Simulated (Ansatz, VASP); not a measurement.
Two plane-wave programs on SnO

```xyz
4
Lattice="3.3550 0.0000 0.0000 0.0000 5.6741 0.0000 0.0000 0.0000 4.2220" Properties=species:S:1:pos:R:3 pbc="T T T"
Sn    0.1591    1.4750    2.1665
Sn    1.6775    4.3582    0.0555
O     0.0000    5.0570    3.1110
O     1.6775    0.6171    1.0000
```

Alike in both runs: task single point; functional LDA; k mesh 8 × 6 × 6; occupations gaussian, width 0.05 eV; no spin polarisation.

|  | VASP | Ansatz |
| --- | --- | --- |
| version | VASP 6.6.1 | Ansatz 0.2.0 |
| potentials or method | VASP PAW LDA potentials, release 64 (Sn_d, O), cutoff 520 eV | scalar-relativistic, plane waves, PAW |
| valence electrons in the cell | 40 | 40 |

|  | VASP | Ansatz | Ansatz less VASP |
| --- | --- | --- | --- |
| gap on the k mesh at the Fermi level (eV) | 1.18 | 1.20 | +0.021 |
| least direct gap on the mesh (eV) | 1.73 | 1.75 | +0.021 |
| pressure (GPa) | -8.2 | -8.4 | -0.20 |
| traceless stress, the component that is largest in VASP (GPa) | -1.59 | -1.61 | -0.020 |
| rms of the force components (eV/Å) | 0.720 | 0.748 | +0.0278 |

LDA's correlation is that of Perdew and Zunger in VASP and of Perdew and Wang (1992) in Ansatz. Atom by atom the forces differ by 0.038 eV/Å (rms over components).
